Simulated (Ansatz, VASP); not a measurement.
# One calculation of MgCl6, two programs

```
CELL_PARAMETERS angstrom
0.00000 4.69772 4.69772
4.69772 0.00000 4.69772
4.69772 4.69772 0.00000
ATOMIC_POSITIONS crystal
Mg 0.00000 0.00000 0.00000
Cl 0.26050 0.73950 0.73950
Cl 0.73950 0.26050 0.26050
Cl 0.73950 0.26050 0.73950
Cl 0.26050 0.73950 0.26050
Cl 0.73950 0.73950 0.26050
Cl 0.26050 0.26050 0.73950
```

Alike in both runs: functional PBE; k mesh 8 × 8 × 8; occupations gaussian, width 0.1 eV; no spin polarisation.

Ansatz relaxed the structure, and its values are those at the end. VASP's run is a single point on that final structure, the one shown.

```csv
,VASP,Ansatz
version,VASP 6.6.1,Ansatz 0.2.0
potentials or method,"VASP PAW PBE potentials, release 64 (Mg, Cl), cutoff 520 eV","scalar-relativistic, plane waves, PAW"
valence electrons in the cell,44,52
```

|  | VASP | Ansatz | Ansatz less VASP |
| --- | --- | --- | --- |
| gap on the k mesh at the Fermi level (eV) | none | none | - |
| pressure (GPa) | -0.1 | 0.0 | +0.12 |
| rms of the force components (eV/Å) | 0.006 | 0.002 | -0.0042 |

A gap of «none» marks a metal or a gap that the smearing closes. VASP's potentials hold 44 valence electrons a cell and Ansatz's 52, so a difference there can come from the potentials and not from the codes.
